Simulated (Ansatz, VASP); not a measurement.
**One calculation of Re, two programs**

```
CELL_PARAMETERS angstrom
0.00000 1.99862 1.99862
1.99862 0.00000 1.99862
1.99862 1.99862 0.00000
ATOMIC_POSITIONS crystal
Re 0.00000 0.00000 0.00000
```

Alike in both runs: task single point; functional PBE; k mesh 10 × 10 × 10; occupations gaussian, width 0.15 eV; no spin polarisation.

```csv
,VASP,Ansatz
version,VASP 6.6.1,Ansatz 0.2.0
potentials or method,"VASP PAW PBE potentials, release 64 (Re), cutoff 520 eV","scalar-relativistic, plane waves, PAW"
valence electrons in the cell,7,15
```

|  | VASP | Ansatz | Ansatz less VASP |
| --- | --- | --- | --- |
| gap on the k mesh at the Fermi level (eV) | none | none | - |
| pressure (GPa) | -20.7 | -19.8 | +0.84 |

A gap of «none» marks a metal or a gap that the smearing closes. With one functional, cell and mesh, what is left measures potentials, basis and numerics. VASP's potentials hold 7 valence electrons a cell and Ansatz's 15, so a difference there can come from the potentials and not from the codes.

Spin-orbit coupling is off throughout.
